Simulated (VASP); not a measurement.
Sn:

```
CELL_PARAMETERS angstrom
2.93317 0.00000 0.00000
0.00000 2.93317 0.00000
0.00000 0.00000 2.93317
ATOMIC_POSITIONS crystal
Sn 0.00000 0.00000 0.00000
```

```yaml
Program: VASP 6.6.1
Task: relaxation of cell and atoms
Functional: PBE
Potentials_or_basis: VASP PAW PBE potentials, release 64 (Sn_d)
Cutoff: 600 eV
k_mesh: 14 × 14 × 14
Occupations: fermi-dirac, width 0.03 eV
Spin: no spin polarisation
```

At the start: pressure 10.3 GPa; volume 25.24 Å³/atom.

Task: Where does the relaxation end?

Result: Over 5 steps the energy falls by 115.5 meV/atom and the volume is 29.40 Å³/atom (+16.5 %); space group Pm-3m (No. 221, to 0.05 Å).

Step by step:
| step | energy change (eV) | largest force (eV/Å) | pressure (GPa) | volume (Å³) |
| --- | --- | --- | --- | --- |
| 1 | 0.0000 | 0.0000 | 10.28 | 25.24 |
| 2 | -0.0942 | 0.0000 | -2.82 | 31.63 |
| 3 | -0.1155 | 0.0000 | 0.06 | 29.37 |
| 4 | -0.1154 | 0.0000 | -0.08 | 29.46 |
| 5 | -0.1155 | 0.0000 | 0.02 | 29.40 |

Final structure:
```yaml
crystal:
  lattice:
    - [3.08650, 0.00000, 0.00000]
    - [0.00000, 3.08650, 0.00000]
    - [0.00000, 0.00000, 3.08650]
  atoms:
    - { symbol: Sn, position: [0.00000, 0.00000, 0.00000] }
```

Caveat: the volume moved by over 15 % at a fixed basis, so the end points are rough.
